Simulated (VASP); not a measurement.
# InAsS4 (P4/mmm) in VASP: a series of runs, part 2 of 2

VASP 6.6.1. Earlier steps stand in the parts before.

## Step 3: Relaxation of cell and atoms, PBE

File INCAR:

```
  PREC = Accurate
  ENCUT = 600
  EDIFF = 1E-7
  ISMEAR = 0
  SIGMA = 0.1
  LREAL = F
  LASPH = T
  NELM = 100
  ALGO = Normal
  ISIF = 3
  LWAVE = F
  LCHARG = F
  GGA = PE
  IBRION = 2
  NSW = 100
  EDIFFG = -0.01
```

File KPOINTS:

```
regular mesh
0
Gamma
  10 10 4
```

File POSCAR:

```
InAsS4
1.0
    3.7421249259      0.0000000000      0.0000000000
    0.0000000000      3.7421249259      0.0000000000
    0.0000000000      0.0000000000     10.1449940241
In As S
1 1 4
Direct
    0.0000000000      0.0000000000      0.0000000000
    0.5000000000      0.5000000000      0.5000000000
    0.0000000000      0.0000000000      0.6025277410
    0.5000000000      0.5000000000      0.1083098749
    0.5000000000      0.5000000000      0.8916901251
    0.0000000000      0.0000000000      0.3974722590
```

Potentials or basis: VASP PAW PBE potentials, release 64 (In_d, As, S).

The run is started by

```sh
cat potpaw_PBE.64/In_d/POTCAR potpaw_PBE.64/As/POTCAR potpaw_PBE.64/S/POTCAR > POTCAR
mpirun -np 1 vasp_std > vasp.out
```

OUTCAR:

```text
PREC = Accurate
   ENCUT = 600
   EDIFF = 1E-7
   ISMEAR = 0
   LREAL = F
   LASPH = T
   NELM = 100
   ISIF = 3
   GGA = PE
   IBRION = 2
   NSW = 100
   EDIFFG = -0.01

 ion  position               nearest neighbor table
   1  0.000  0.000  0.000-   4 2.87   5 2.87   4 2.87   5 2.87   4 2.87   5 2.87   4 2.87   5 2.87

   2  0.500  0.500  0.500-   3 2.84   6 2.84   3 2.84   6 2.84   3 2.84   6 2.84   3 2.84   6 2.84

   3  0.000  0.000  0.603-   6 2.08   2 2.84   2 2.84   2 2.84   2 2.84
   4  0.500  0.500  0.108-   5 2.20   1 2.87   1 2.87   1 2.87   1 2.87
   5  0.500  0.500  0.892-   4 2.20   1 2.87   1 2.87   1 2.87   1 2.87
   6  0.000  0.000  0.397-   3 2.08   2 2.84   2 2.84   2 2.84   2 2.84

  LATTYP: Found a simple tetragonal cell.
 ALAT       =     3.7421249259
 C/A-ratio  =     2.7110249457

  Lattice vectors:

 A1 = (   3.7421249259,   0.0000000000,   0.0000000000)
 A2 = (   0.0000000000,   3.7421249259,   0.0000000000)
 A3 = (   0.0000000000,   0.0000000000,  10.1449940241)

Analysis of symmetry for initial positions (statically):
=====================================================================
 Subroutine PRICEL returns:
 Original cell was already a primitive cell.

 Routine SETGRP: Setting up the symmetry group for a
 simple tetragonal supercell.

 Subroutine GETGRP returns: Found 16 space group operations
 (whereof 16 operations were pure point group operations)
 out of a pool of 16 trial point group operations.

The static configuration has the point symmetry D_4h.

Analysis of symmetry for dynamics (positions and initial velocities):
=====================================================================
 Subroutine PRICEL returns:
 Original cell was already a primitive cell.

 Routine SETGRP: Setting up the symmetry group for a
 simple tetragonal supercell.

 Subroutine GETGRP returns: Found 16 space group operations
 (whereof 16 operations were pure point group operations)
[... 146 lines left out ...]
 maximum number of plane-waves:      4792
 NGX is ok and might be reduce to    30
   NGX = 15   NGY = 15   NGZ = 41

--------------------------------------- Ionic step        1  -------------------------------------------

 number of electron      42.0000004 magnetization

 Free energy of the ion-electron system (eV)
  ---------------------------------------------------
  ext. energy  EPLUGINS =         0.00000000
  ---------------------------------------------------
  free energy    TOTEN  =       -22.05541031 eV

  energy without entropy =      -22.04856436  energy(sigma->0) =      -22.05198734

------------------------ aborting loop because EDIFF is reached ----------------------------------------

  FORCE on cell =-STRESS in cart. coord.  units (eV):
  Direction    XX          YY          ZZ          XY          YZ          ZX
  --------------------------------------------------------------------------------------
  -------------------------------------------------------------------------------------
  Total       -0.4441487     -0.4441487     -0.5580560      0.0000000      0.0000000      0.0000000
  in kB       -5.0089957     -5.0089957     -6.2936126      0.0000000      0.0000000      0.0000000
  external PRESSURE =      -5.4372013 kB  Pullay stress =       0.0000000 kB
[... 101 lines left out ...]
  FREE ENERGIE OF THE ION-ELECTRON SYSTEM (eV)
  ---------------------------------------------------
  free  energy   TOTEN  =       -22.0582124619 eV

  energy  without entropy=      -22.0515710901  energy(sigma->0) =      -22.05489178

[... ionic steps 4 to 10 ...]

--------------------------------------- Ionic step       11  -------------------------------------------

 number of electron      42.0000007 magnetization

------------------------ aborting loop because EDIFF is reached ----------------------------------------
[... 75 lines left out ...]
--------------------------------------- Ionic step       13  -------------------------------------------

 number of electron      42.0000007 magnetization

 Free energy of the ion-electron system (eV)
  ---------------------------------------------------
  ext. energy  EPLUGINS =         0.00000000
  ---------------------------------------------------
  free energy    TOTEN  =       -22.05996758 eV

  energy without entropy =      -22.05325577  energy(sigma->0) =      -22.05661167

 E-fermi :   4.2897     XC(G=0):  -9.0927

 val. band max:        4.2719796881   @ k =   0.4000   0.4000   0.2500
 cond. band min:       4.3024281475   @ k =   0.4000   0.4000   0.5000
 fundamental gap:      0.0304484594
 Fermi energy:         4.2896568169

 k-point     1 :       0.0000    0.0000    0.0000
  band No.  band energies     occupation
      1     -12.0453      2.00000
      2     -11.2278      2.00000
      3     -10.1855      2.00000
      4     -10.0863      2.00000
      5     -10.0429      2.00000
      6     -10.0429      2.00000
[... 661 lines left out ...]
     24       5.9614      0.00000
     25       6.0831      0.00000

 [... further k-points ...]
[... 5 lines left out ...]
  --------------------------------------------------------------------------------------
  -------------------------------------------------------------------------------------
  Total       -0.0020151     -0.0020151     -0.0146840      0.0000000      0.0000000     -0.0000000
  in kB       -0.0224050     -0.0224050     -0.1632685      0.0000000      0.0000000     -0.0000000
  external PRESSURE =      -0.0693595 kB  Pullay stress =       0.0000000 kB
[... 21 lines left out ...]
  FREE ENERGIE OF THE ION-ELECTRON SYSTEM (eV)
  ---------------------------------------------------
  free  energy   TOTEN  =       -22.0599675784 eV

  energy  without entropy=      -22.0532557700  energy(sigma->0) =      -22.05661167

 reached required accuracy - stopping structural energy minimisation
```

OSZICAR:

```text
N       E                     dE             d eps       ncg     rms          rms(c)
DAV:   1     0.373707527048E+03    0.37371E+03   -0.19891E+04  3150   0.180E+03
[... 139 lines left out ...]
DAV:   3    -0.220600524212E+02    0.43750E-03   -0.75983E-04  4432   0.339E-01    0.545E-02
DAV:   4    -0.220599677530E+02    0.84668E-04   -0.18885E-04  4874   0.136E-01    0.256E-02
DAV:   5    -0.220599654846E+02    0.22684E-05   -0.23347E-05  4711   0.337E-02    0.258E-02
DAV:   6    -0.220599660447E+02   -0.56015E-06   -0.21381E-06  4549   0.116E-02    0.174E-02
DAV:   7    -0.220599674739E+02   -0.14292E-05   -0.10364E-06  3742   0.946E-03    0.280E-03
DAV:   8    -0.220599675945E+02   -0.12059E-06   -0.66215E-08  2232   0.226E-03    0.102E-03
DAV:   9    -0.220599675784E+02    0.16041E-07   -0.30257E-08  1946   0.148E-03
  13 F= -.22059968E+02 E0= -.22056612E+02  d E =-.334801E-04
```

Wall time 19 min (1 thread of Intel Xeon 6975P-C (Granite Rapids), shared host); peak memory 0.47 GiB.

What came out:

```
Free energy                           : -22.0600 eV
Relaxed volume                        : 24.02 Å³/atom
Relaxed cell                          : a = 3.731 Å, b = 3.731 Å, c = 10.349 Å, α = 90.00°, β = 90.00°, γ = 90.00°
Space group after relaxing (to 0.1 Å) : P4/mmm (No. 123)
Energy gained by relaxing             : 0.8 meV/atom
Ionic steps                           : 13
Pressure after relaxing               : 0.0 GPa
Largest force after relaxing          : 0.005 eV/Å
Band gap on the k mesh                : zero (bands 21 and 22 overlap by 1.25 eV)
```

Forces in eV/Å, atoms in the order of the input:
```
In   0.000  0.000  0.000
As   0.000  0.000  0.000
S    0.000  0.000 -0.005
S    0.000  0.000  0.000
S    0.000  0.000  0.000
S    0.000  0.000  0.005
```

The path:
| step | energy change (eV) | largest force (eV/Å) | pressure (GPa) | volume (Å³) |
| --- | --- | --- | --- | --- |
| 1 | 0.0000 | 0.2470 | -0.54 | 142.07 |
| 2 | 0.0013 | 0.3393 | 0.52 | 140.42 |
| 3 | -0.0028 | 0.0251 | -0.07 | 141.31 |
| 4 | -0.0032 | 0.0247 | 0.06 | 140.98 |
| 5 | -0.0032 | 0.0176 | 0.04 | 141.03 |
| 6 | -0.0033 | 0.0167 | 0.04 | 141.11 |
| 7 | -0.0035 | 0.0144 | 0.04 | 141.36 |
| 8 | -0.0039 | 0.0157 | 0.03 | 141.85 |
| 9 | -0.0044 | 0.0166 | 0.02 | 142.84 |
| 10 | -0.0044 | 0.0412 | 0.01 | 144.81 |
| 11 | -0.0045 | 0.0275 | 0.02 | 143.98 |
| 12 | -0.0042 | 0.0844 | -0.07 | 144.45 |
| 13 | -0.0046 | 0.0053 | -0.01 | 144.10 |

Final structure:
```
CELL_PARAMETERS angstrom
3.73149 0.00000 0.00000
0.00000 3.73149 0.00000
0.00000 0.00000 10.34873
ATOMIC_POSITIONS crystal
In 0.00000 0.00000 0.00000
As 0.50000 0.50000 0.50000
S 0.00000 0.00000 0.59979
S 0.50000 0.50000 0.10585
S 0.50000 0.50000 0.89415
S 0.00000 0.00000 0.40021
```

Levels at points of the mesh, in eV from the Fermi level:
| k point | band 17 | band 18 | band 19 | band 20 | band 21 | band 22 | band 23 | band 24 | band 25 |
| --- | --- | --- | --- | --- | --- | --- | --- | --- | --- |
| (0.00, 0.00, 0.00) | -2.77 | -0.71 | -0.71 | -0.48 | -0.32 | -0.32 | 0.95 | 2.33 | 3.07 |
| (0.50, 0.00, 0.00) | -2.54 | -2.31 | -1.01 | -0.36 | -0.31 | -0.28 | 2.00 | 2.09 | 2.27 |
| (0.50, 0.50, 0.00) | -3.16 | -2.36 | -2.36 | -1.67 | -1.67 | -0.99 | 1.81 | 2.33 | 3.22 |
| (0.00, 0.00, 0.50) | -2.82 | -0.58 | -0.58 | -0.45 | -0.45 | -0.40 | 1.49 | 2.43 | 3.07 |
| (0.50, 0.00, 0.50) | -2.54 | -2.34 | -1.01 | -0.40 | -0.28 | -0.26 | 1.70 | 2.07 | 2.11 |
| (0.50, 0.50, 0.50) | -3.23 | -2.14 | -2.14 | -1.91 | -1.91 | -0.85 | 2.08 | 2.55 | 2.81 |

Caveat: spin-orbit coupling is left out, which moves the levels of the heavy elements.

## Step 4: Single point, PBE

This run uses another cell than the first one, of 23.92 Å³/atom.

File INCAR:

```
SYSTEM = InAsS4
PREC = Accurate
ENCUT = 510
EDIFF = 1E-6
ISMEAR = 0
SIGMA = 0.1
LREAL = .FALSE.
LASPH = .TRUE.
NELM = 120
ALGO = Normal
ISIF = 2
LWAVE = .FALSE.
LCHARG = .TRUE.
GGA = PE
LELF = .TRUE.
LVHAR = .TRUE.
NBANDS = 35
GGA_COMPAT = .FALSE.
```

File KPOINTS:

```
regular mesh
0
G
  10 10 4
  0 0 0
```

File POSCAR:

```
InAsS4
1.0
    3.7326910056      0.0000000000      0.0000000000
    0.0000000000      3.7326910056      0.0000000000
    0.0000000000      0.0000000000     10.3001285852
In As S
1 1 4
Direct
    0.0000000000      0.0000000000      0.0000000000
    0.5000000000      0.5000000000      0.5000000000
    0.0000000000      0.0000000000      0.6006290631
    0.5000000000      0.5000000000      0.1066771991
    0.5000000000      0.5000000000      0.8933228009
    0.0000000000      0.0000000000      0.3993709369
```

Potentials or basis: VASP PAW PBE potentials, release 64 (In_d, As_d, S).

The run is started by

```sh
cat potpaw_PBE.64/In_d/POTCAR potpaw_PBE.64/As_d/POTCAR potpaw_PBE.64/S/POTCAR > POTCAR
mpirun -np 1 vasp_std > vasp.out
```

It took 4.8 min on 1 thread of Intel Xeon Platinum 8175M at 2.50GHz (Skylake/Cascade Lake), shared host; peak memory 0.42 GiB.

Results (log left out):

- Free energy: -22.0631 eV
- Pressure: -0.2 GPa
- Largest force: 0.130 eV/Å
- Band gap on the k mesh: zero (bands 26 and 27 overlap by 1.26 eV)

Forces on the atoms (eV/Å):
```
In   0.000  0.000  0.000
As   0.000  0.000  0.000
S    0.000  0.000 -0.130
S    0.000  0.000 -0.080
S    0.000  0.000  0.080
S    0.000  0.000  0.130
```

Stress tensor (GPa, compression positive):
```
-0.07  0.00  0.00
 0.00 -0.07  0.00
 0.00  0.00 -0.51
```

Levels at points of the mesh, in eV from the Fermi level:
| k point | band 23 | band 24 | band 25 | band 26 | band 27 | band 28 | band 29 | band 30 |
| --- | --- | --- | --- | --- | --- | --- | --- | --- |
| (0.00, 0.00, 0.00) | -0.73 | -0.73 | -0.50 | -0.33 | -0.33 | 0.91 | 2.31 | 3.06 |
| (0.50, 0.00, 0.00) | -2.30 | -1.00 | -0.37 | -0.31 | -0.29 | 1.97 | 2.10 | 2.26 |
| (0.50, 0.50, 0.00) | -2.38 | -2.38 | -1.67 | -1.67 | -1.00 | 1.76 | 2.30 | 3.19 |
| (0.00, 0.00, 0.50) | -0.60 | -0.60 | -0.46 | -0.46 | -0.41 | 1.45 | 2.40 | 3.07 |
| (0.50, 0.00, 0.50) | -2.33 | -1.00 | -0.42 | -0.29 | -0.26 | 1.66 | 2.07 | 2.08 |
| (0.50, 0.50, 0.50) | -2.16 | -2.16 | -1.93 | -1.93 | -0.85 | 2.03 | 2.55 | 2.75 |

Caveat: spin-orbit coupling is left out, which moves the levels of the heavy elements.

## Step 5: Single point, PBE

This run uses another cell than the first one, of 23.36 Å³/atom.

INCAR: that of step 4 with these lines changed.

```diff
@@ -12,6 +12,4 @@
 LWAVE = .FALSE.
-LCHARG = .TRUE.
+LCHARG = .FALSE.
 GGA = PE
-LELF = .TRUE.
-LVHAR = .TRUE.
 NBANDS = 35
```

File KPOINTS:

```
regular mesh
0
G
  4 4 4
  0 0 0
```

File POSCAR:

```
InAsS4
1.0
    3.7275992594      0.0000000000      0.0000000000
    0.0000000000      3.7275992594      0.0000000000
    0.0000000000      0.0000000000     10.0890628797
In As S
1 1 4
Direct
    0.0000000000      0.0000000000      0.0000000000
    0.5000000000      0.5000000000      0.5000000000
    0.0000000000      0.0000000000      0.6037602195
    0.5000000000      0.5000000000      0.1089851251
    0.5000000000      0.5000000000      0.8910148749
    0.0000000000      0.0000000000      0.3962397805
```

The run is started by

```sh
cat potpaw_PBE.64/In_d/POTCAR potpaw_PBE.64/As_d/POTCAR potpaw_PBE.64/S/POTCAR > POTCAR
mpirun -np 1 vasp_std > vasp.out
```

It took 2 min on 1 thread of Intel Xeon Platinum 8259CL at 2.50GHz (Skylake/Cascade Lake), shared host; peak memory 0.27 GiB.

The run converged. Its results:

| Item | Value |
| --- | --- |
| Free energy | -22.0503 eV |
| Pressure | -0.3 GPa |
| Largest force | 0.128 eV/Å |
| Band gap on the k mesh | zero (bands 26 and 27 overlap by 0.99 eV) |

Forces in eV/Å, atoms in the order of the input:
```
In   0.000  0.000  0.000
As   0.000  0.000  0.000
S    0.000  0.000 -0.128
S    0.000  0.000 -0.110
S    0.000  0.000  0.110
S    0.000  0.000  0.128
```

Stress tensor (GPa, compression positive):
```
-0.19  0.00  0.00
 0.00 -0.19  0.00
 0.00  0.00 -0.44
```

Levels at points of the mesh, in eV from the Fermi level:
| k point | band 24 | band 25 | band 26 | band 27 | band 28 | band 29 |
| --- | --- | --- | --- | --- | --- | --- |
| (0.00, 0.00, 0.00) | -0.68 | -0.47 | -0.14 | -0.14 | 1.02 | 2.46 |
| (0.50, 0.00, 0.00) | -0.94 | -0.27 | -0.25 | -0.18 | 2.16 | 2.33 |
| (0.50, 0.50, 0.00) | -2.35 | -1.47 | -1.47 | -0.98 | 1.75 | 2.52 |
| (0.00, 0.00, 0.50) | -0.55 | -0.36 | -0.27 | -0.27 | 1.64 | 2.46 |
| (0.50, 0.00, 0.50) | -0.93 | -0.32 | -0.25 | -0.12 | 1.80 | 2.12 |
| (0.50, 0.50, 0.50) | -2.12 | -1.75 | -1.75 | -0.78 | 2.18 | 2.71 |

Caveat: the k points lie up to 0.42 Å⁻¹ apart, too coarse for converged energies and pressures of a metal; spin-orbit coupling is left out, which moves the levels of the heavy elements.

## Step 6: The runs side by side

| task | potentials or basis | cell | k mesh | cutoff (eV) | gap on the mesh (eV) | pressure (GPa) | largest force (eV/Å) |
| --- | --- | --- | --- | --- | --- | --- | --- |
| single point | VASP PAW PBE potentials, release 64 (In_d, As_d, S) | a = 3.742, b = 3.742, c = 10.145 Å, 6 atoms, atomic positions A | 6 × 6 × 2 | 510 | none | -0.2 | 0.14 |
| relaxation of cell and atoms | VASP PAW PBE potentials, release 64 (In_d, As, S) | relaxed from a = 3.742, b = 3.742, c = 10.145 Å, 6 atoms, atomic positions A | 10 × 10 × 4 | 600 | none | 0.0 | 0.01 |
| single point | VASP PAW PBE potentials, release 64 (In_d, As_d, S) | a = 3.733, b = 3.733, c = 10.300 Å, 6 atoms, atomic positions B | 10 × 10 × 4 | 510 | none | -0.2 | 0.13 |
| single point | VASP PAW PBE potentials, release 64 (In_d, As_d, S) | a = 3.728, b = 3.728, c = 10.089 Å, 6 atoms, atomic positions C | 4 × 4 × 4 | 510 | none | -0.3 | 0.13 |

Alike in all rows: level PBE; no spin polarisation; smearing gaussian 0.1 eV.

Caveats: some runs use coarse meshes; spin-orbit coupling is left out, which moves the levels of the heavy elements.

Total energies depend on the potentials used, so only differences within one code and one set of settings carry meaning.

The gap in the log of VASP goes by the Fermi energy; the results here count the filled bands.